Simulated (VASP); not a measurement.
KBr:

```
K Br
1.0
     4.03826    0.00000    0.00000
     0.00000    4.03826    0.00000
     0.00000    0.00000    4.03973
K Br
1 1
Direct
  0.50000 0.50000 0.50000
  0.00000 0.00000 0.00000
```

Base run:

- Program: VASP 6.6.1
- Functional: r2SCAN
- Potentials or basis: VASP PAW PBE potentials, release 64 (K_sv, Br)
- Cutoff: 520 eV
- k mesh: 6 × 6 × 6
- Occupations: gaussian, width 0.02 eV
- Spin: no spin polarisation

Its results: band gap on the k mesh 4.61 eV (least direct gap 4.87 eV); pressure -0.8 GPa.

Q: The run is repeated on the same cell with these changes: functional from r2SCAN to PBE. What comes out?

A: Band gap on the k mesh 3.87 eV (least direct gap 4.13 eV); pressure 0.0 GPa.

Caveats: the PAW data sets were made with another functional, which shifts forces and pressure a little (at least some runs).

A k mesh can miss the band edges.
